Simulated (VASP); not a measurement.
Set up this calculation in VASP 6.6.1, as the native input.

* Task: relaxation of cell and atoms
* Functional: r2SCAN
* Potentials or basis: VASP PAW PBE potentials, release 64 (Cu)
* Cutoff: 600 eV
* k mesh: 26 × 26 × 26
* Occupations: fermi-dirac, width 0.1 eV
* Spin: no spin polarisation
* Target pressure: 4 GPa
* Dipole correction: no
* Further INCAR settings: ALGO = Normal; EDIFF = 1e-06; IBRION = 2; EDIFFG = -0.002; NSW = 100; ISIF = 3

Crystal: Cu.

```
Cu
1.0
     0.00000    1.78850    1.78850
     1.78850    0.00000    1.78850
     1.78850    1.78850    0.00000
Cu
1
Direct
  0.00000 0.00000 0.00000
```

These files were run (other wordings do the same):

POSCAR

```
Cu
1.0
    0.0000000000      1.7884957528      1.7884957528
    1.7884957528      0.0000000000      1.7884957528
    1.7884957528      1.7884957528      0.0000000000
Cu
1
Direct
    0.0000000000      0.0000000000      0.0000000000
```

INCAR.step1

```
SYSTEM = Cu
PREC = Accurate
ENCUT = 600
ISMEAR = -1
SIGMA = 0.1
LREAL = .FALSE.
LASPH = .TRUE.
NELM = 100
GGA = PE
ALGO = Normal
EDIFF = 1E-4
LWAVE = .TRUE.
LCHARG = .FALSE.
```

INCAR.step2

```
SYSTEM = Cu
PREC = Accurate
ENCUT = 600
EDIFF = 1E-6
ISMEAR = -1
SIGMA = 0.1
LREAL = .FALSE.
LASPH = .TRUE.
NELM = 100
ALGO = Normal
ISIF = 3
LWAVE = .FALSE.
LCHARG = .FALSE.
METAGGA = R2SCAN
LMIXTAU = .TRUE.
IBRION = 2
NSW = 100
EDIFFG = -0.002
PSTRESS = 40.0
ISTART = 1
```

KPOINTS

```
Automatic mesh
0
G
  26 26 26
  0 0 0
```

Potentials or basis: VASP PAW PBE potentials, release 64 (Cu).

Command:

```sh
$ cat potpaw_PBE.64/Cu/POTCAR > POTCAR
$ cp INCAR.step1 INCAR
$ mpirun -np 1 vasp_std > vasp.out
$ cp INCAR.step2 INCAR
$ mpirun -np 1 vasp_std > vasp.out
```

Results of the run:

```
Relaxed volume                                         : 11.22 Å³/atom
Relaxed cell                                           : a = 2.513 Å, b = 2.513 Å, c = 2.513 Å, α = 60.00°, β = 60.00°, γ = 60.00°
Space group after relaxing (to 0.05 Å)                 : Fm-3m (No. 225)
Energy change on relaxing (the enthalpy is what falls) : +3.2 meV/atom
Ionic steps                                            : 5
Pressure after relaxing                                : 4.0 GPa
```

Caveat: the cell is relaxed towards a set pressure, so the enthalpy falls and the energy may rise; the PAW data sets were made with another functional, which shifts forces and pressure a little.

Wall time 24 min on 1 thread of Oxide Virtual Turin-like Processor (shared host), peak memory 0.16 GiB.
